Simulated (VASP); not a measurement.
# TaN in VASP: a series of runs, part 2 of 2

VASP 6.6.1.

## (5) Single point, PBE

The input, INCAR:

```
PREC = Accurate ; ENCUT = 520
EDIFF = 1E-6 ; ISMEAR = -5
SIGMA = 0.1 ; LREAL = F
LASPH = T ; NELM = 80
ALGO = Normal ; ISIF = 2
LWAVE = F ; LCHARG = T
GGA = PE ; LELF = T
LVHAR = T ; NBANDS = 15
```

The input, KPOINTS:

```
regular mesh
0
Gamma
  12 12 10
```

The input, POSCAR:

```
TaN
1.0
    2.9379988584      0.0000000000      0.0000000000
   -1.4689994292      2.5443816477      0.0000000000
    0.0000000000      0.0000000000      2.8830000000
Ta N
1 1
Direct
    0.3333333333      0.6666666667      0.5000000000
    0.0000000000      0.0000000000      0.0000000000
```

Potentials or basis: VASP PAW PBE potentials, release 64 (Ta_pv, N).

Started as:

```bash
> cat potpaw_PBE.64/Ta_pv/POTCAR potpaw_PBE.64/N/POTCAR > POTCAR
> mpirun -np 1 vasp_std > vasp.out
```

OUTCAR:

```text
PREC = Accurate
   ENCUT = 520
   EDIFF = 1E-6
   ISMEAR = -5
   LREAL = F
   LASPH = T
   NELM = 80
   ISIF = 2
   GGA = PE

 ion  position               nearest neighbor table
   1  0.333  0.667  0.500-   2 2.23   2 2.23   2 2.23   2 2.23   2 2.23   2 2.23
   2  0.000  0.000  0.000-   1 2.23   1 2.23   1 2.23   1 2.23   1 2.23   1 2.23

  LATTYP: Found a hexagonal cell.
 ALAT       =     2.9379988584
 C/A-ratio  =     0.9812801635

  Lattice vectors:

 A1 = (   2.9379988584,   0.0000000000,   0.0000000000)
 A2 = (  -1.4689994292,   2.5443816477,   0.0000000000)
 A3 = (   0.0000000000,   0.0000000000,   2.8830000000)

Analysis of symmetry for initial positions (statically):
=====================================================================
 Subroutine PRICEL returns:
 Original cell was already a primitive cell.

 Routine SETGRP: Setting up the symmetry group for a
 hexagonal supercell.

 Subroutine GETGRP returns: Found 12 space group operations
 (whereof 12 operations were pure point group operations)
 out of a pool of 24 trial point group operations.

The static configuration has the point symmetry D_3h.

Analysis of symmetry for dynamics (positions and initial velocities):
=====================================================================
 Subroutine PRICEL returns:
 Original cell was already a primitive cell.

 Routine SETGRP: Setting up the symmetry group for a
 hexagonal supercell.

 Subroutine GETGRP returns: Found 12 space group operations
 (whereof 12 operations were pure point group operations)
 out of a pool of 24 trial point group operations.

The dynamic configuration has the point symmetry D_3h.

 Subroutine INISYM returns: Found 12 space group operations
 (whereof 12 operations are pure point group operations),
 and found     1 'primitive' translations

----------------------------------------------------------------------------------------

                                     Primitive cell

  volume of cell :      21.5516

[... 120 lines left out ...]
   LRPA    =     F    only Hartree local field effects (RPA)
 non-spin polarized calculation
 Fermi weights with tetrahedron method with Bloechl corrections
  energy-cutoff  :      520.00
  volume of cell :       21.55
 maximum number of plane-waves:       599
 NGX is ok and might be reduce to    24
   NGX = 11   NGY = 11   NGZ = 11

 number of electron      16.0000001 magnetization

 Free energy of the ion-electron system (eV)
  ---------------------------------------------------
  ext. energy  EPLUGINS =         0.00000000
  ---------------------------------------------------
  free energy    TOTEN  =       -22.43993412 eV

  energy without entropy =      -22.43993412  energy(sigma->0) =      -22.43993412

 E-fermi :   8.2838     XC(G=0): -13.3459

 val. band max:        8.6735944412   @ k =   0.0000   0.0000   0.3000
 cond. band min:       8.2566689215   @ k =   0.0000   0.0000   0.4000
 fundamental gap:     -0.4169255196
 Fermi energy:         8.2837868065

 k-point     1 :       0.0000    0.0000    0.0000
  band No.  band energies     occupation
      1     -26.5938      2.00000
      2     -26.3305      2.00000
      3     -26.3305      2.00000
      4      -9.5268      2.00000
      5       3.6901      2.00000
      6       3.6901      2.00000
      7       4.0462      2.00000
      8       5.3267      2.00000
      9      10.4655      0.00000
     10      11.8391      0.00000
     11      11.8391      0.00000
     12      12.2586      0.00000
     13      12.2586      0.00000
     14      21.3554      0.00000
[... 401 lines left out ...]
      2     -26.5708      2.00000
      3     -26.4971      2.00000
      4      -7.7926      2.00000
      5       0.7049      2.00000
      6       3.2277      2.00000
      7       4.5908      2.00000
      8       5.5487      2.00000
      9      10.9069      0.00000
     10      11.2415      0.00000
     11      12.8110      0.00000
     12      13.2692      0.00000
     13      15.3395      0.00000
     14      21.3993      0.00000
     15      21.6501      0.00000

 [... further k-points ...]

------------------------ aborting loop because EDIFF is reached ----------------------------------------

  FORCE on cell =-STRESS in cart. coord.  units (eV):
  Direction    XX          YY          ZZ          XY          YZ          ZX
  --------------------------------------------------------------------------------------
  -------------------------------------------------------------------------------------
  Total        0.6735990      0.6735990      0.8309694      0.0000000     -0.0000000      0.0000000
  in kB       50.0764464     50.0764464     61.7756173      0.0000000     -0.0000000      0.0000000
  external PRESSURE =      53.9761700 kB  Pullay stress =       0.0000000 kB

 VOLUME and BASIS-vectors are now :
 -----------------------------------------------------------------------------
  energy-cutoff  :      520.00
  volume of cell :       21.55
      direct lattice vectors                 reciprocal lattice vectors
     2.937998858  0.000000000  0.000000000     0.340367729  0.196511400  0.000000000
    -1.468999429  2.544381648  0.000000000     0.000000000  0.393022800  0.000000000
     0.000000000  0.000000000  2.883000000     0.000000000  0.000000000  0.346860909

 POSITION                                       TOTAL-FORCE (eV/Angst)
 -----------------------------------------------------------------------------------
     -0.00000      1.69625      1.44150        -0.000000      0.000000      0.000000
      0.00000      0.00000      0.00000         0.000000      0.000000      0.000000
 -----------------------------------------------------------------------------------
    total drift:                                0.000000     -0.000000     -0.000000

  FREE ENERGIE OF THE ION-ELECTRON SYSTEM (eV)
  ---------------------------------------------------
  free  energy   TOTEN  =       -22.4399341214 eV

  energy  without entropy=      -22.4399341214  energy(sigma->0) =      -22.43993412
```

OSZICAR:

```text
N       E                     dE             d eps       ncg     rms          rms(c)
DAV:   1     0.901896392480E+02    0.90190E+02   -0.88500E+03  3420   0.113E+03
DAV:   2    -0.221541575128E+02   -0.11234E+03   -0.10575E+03  4134   0.306E+02
DAV:   3    -0.249678386558E+02   -0.28137E+01   -0.28006E+01  3896   0.450E+01
DAV:   4    -0.249797627592E+02   -0.11924E-01   -0.11920E-01  4470   0.315E+00
DAV:   5    -0.249798372052E+02   -0.74446E-04   -0.74423E-04  3966   0.233E-01    0.235E+01
DAV:   6    -0.225197453466E+02    0.24601E+01   -0.40343E+00  4428   0.237E+01    0.988E+00
DAV:   7    -0.224680350889E+02    0.51710E-01   -0.61777E-01  3756   0.618E+00    0.696E+00
DAV:   8    -0.224490953805E+02    0.18940E-01   -0.16032E-01  4253   0.340E+00    0.171E+00
DAV:   9    -0.224399322210E+02    0.91632E-02   -0.18383E-02  3847   0.114E+00    0.176E-01
DAV:  10    -0.224400181234E+02   -0.85902E-04   -0.12945E-03  4239   0.405E-01    0.103E-01
DAV:  11    -0.224399337089E+02    0.84414E-04   -0.11617E-04  4001   0.111E-01    0.137E-02
DAV:  12    -0.224399341159E+02   -0.40691E-06   -0.15677E-05  3910   0.351E-02    0.433E-03
DAV:  13    -0.224399341214E+02   -0.55193E-08   -0.96891E-08  1871   0.309E-03
   1 F= -.22439934E+02 E0= -.22439934E+02  d E =0.000000E+00
```

Run time: 16 s. Hardware: 1 thread of Intel Xeon Platinum 8375C at 2.90GHz (Ice Lake), shared host; peak memory 0.17 GiB.

What came out:

- Free energy: -22.4399 eV
- Pressure: 5.4 GPa
- Band gap on the k mesh: zero (band 8 reaches 8.67 eV, above the bottom of band 9 at 8.17 eV)

Caveat: spin-orbit coupling is left out, which moves the levels of the heavy elements; tetrahedron occupations give inexact forces and stress in metals.

## (6) Single point, PBE (xy shear strain of +1 %)

The input, INCAR:

```
SYSTEM = TaN
  PREC = Accurate
  ENCUT = 520
  EDIFF = 1E-7
  ISMEAR = -1
  SIGMA = 0.02
  LREAL = .FALSE.
  LASPH = .TRUE.
  NELM = 80
  ALGO = Normal
  ISIF = 2
  LWAVE = .FALSE.
  LCHARG = .FALSE.
  GGA = PE
  NBANDS = 15
```

The input, KPOINTS:

```
regular mesh
0
G
  12 12 10
  0 0 0
```

The input, POSCAR:

```
TaN
1.0
    2.9379988584      0.0146899943      0.0000000000
   -1.4562775210      2.5370366506      0.0000000000
    0.0000000000      0.0000000000      2.8830000000
Ta N
1 1
Direct
    0.3333333333      0.6666666667      0.5000000000
    0.0000000000      0.0000000000      0.0000000000
```

Potentials or basis: VASP PAW PBE potentials, release 64 (Ta_pv, N).

Started as:

```bash
> cat potpaw_PBE.64/Ta_pv/POTCAR potpaw_PBE.64/N/POTCAR > POTCAR
> mpirun -np 1 vasp_std > vasp.out
```

Run time: 58 s. Hardware: 1 thread of Intel Xeon Platinum 8375C at 2.90GHz (Ice Lake), shared host; peak memory 0.26 GiB.

Results (log left out):

| Item | Value |
| --- | --- |
| Free energy | -22.4390 eV |
| Pressure | 5.4 GPa |
| Largest force | 0.019 eV/Å |
| Band gap on the k mesh | zero (band 8 reaches 8.60 eV, above the bottom of band 9 at 8.27 eV) |

Forces on the atoms (eV/Å):
```
Ta   0.019  0.000  0.000
N   -0.019  0.000  0.000
```

Stress tensor (GPa, compression positive):
```
 4.92 -2.24  0.00
-2.24  5.10  0.00
 0.00  0.00  6.26
```

Levels at points of the mesh, in eV from the Fermi level:
```tsv
k point	band 6	band 7	band 8	band 9	band 10	band 11
(0.00, 0.00, 0.00)	-4.60	-4.30	-3.02	2.12	3.43	3.56
(0.50, 0.00, 0.00)	-5.28	-3.58	-3.24	2.97	3.94	5.15
(0.00, 0.50, 0.00)	-5.28	-3.57	-3.28	2.93	3.92	5.13
(0.50, 0.50, 0.00)	-5.28	-3.55	-3.32	2.88	3.91	5.11
(0.00, 0.00, 0.50)	-3.86	-3.82	-0.28	-0.07	2.31	3.19
(0.50, 0.00, 0.50)	-6.27	-5.71	-0.51	4.08	5.23	5.93
(0.00, 0.50, 0.50)	-6.28	-5.77	-0.46	4.07	5.25	5.96
(0.50, 0.50, 0.50)	-6.29	-5.84	-0.40	4.05	5.29	5.97
```

Caveat: the cell differs from its parent crystal (xy shear strain of +1 %); spin-orbit coupling is left out, which moves the levels of the heavy elements.

## (7) The runs side by side

| cell | smearing | gap on the mesh (eV) | pressure (GPa) |
| --- | --- | --- | --- |
| a = 2.938, b = 2.938, c = 2.883 Å, angles 90.0, 90.0, 120.0°, 2 atoms | fermi-dirac 0.15 eV | none | 5.4 |
| a = 2.938, b = 2.938, c = 2.883 Å, angles 90.0, 90.0, 120.0°, 2 atoms | gaussian 0.2 eV | none | 5.4 |
| a = 2.938, b = 2.938, c = 2.883 Å, angles 90.0, 90.0, 120.0°, 2 atoms | fermi-dirac 0.28 eV | none | 5.5 |
| a = 2.938, b = 2.938, c = 2.883 Å, angles 90.0, 90.0, 120.0°, 2 atoms | tetrahedron | none | 5.4 |
| a = 2.938, b = 2.925, c = 2.883 Å, angles 90.0, 90.0, 119.6°, 2 atoms | fermi-dirac 0.02 eV | none | 5.4 |

Alike in all rows: task single point; level PBE; potentials or basis VASP PAW PBE potentials, release 64 (Ta_pv, N); no spin polarisation; k mesh 12 × 12 × 10; cutoff (eV) 520.

Every run on the cell as given and a fine mesh finds a metal.

Caveats: spin-orbit coupling is left out, which moves the levels of the heavy elements; tetrahedron occupations give inexact forces and stress in metals (some runs).

Absolute energies hang on the potentials; compare differences alone.
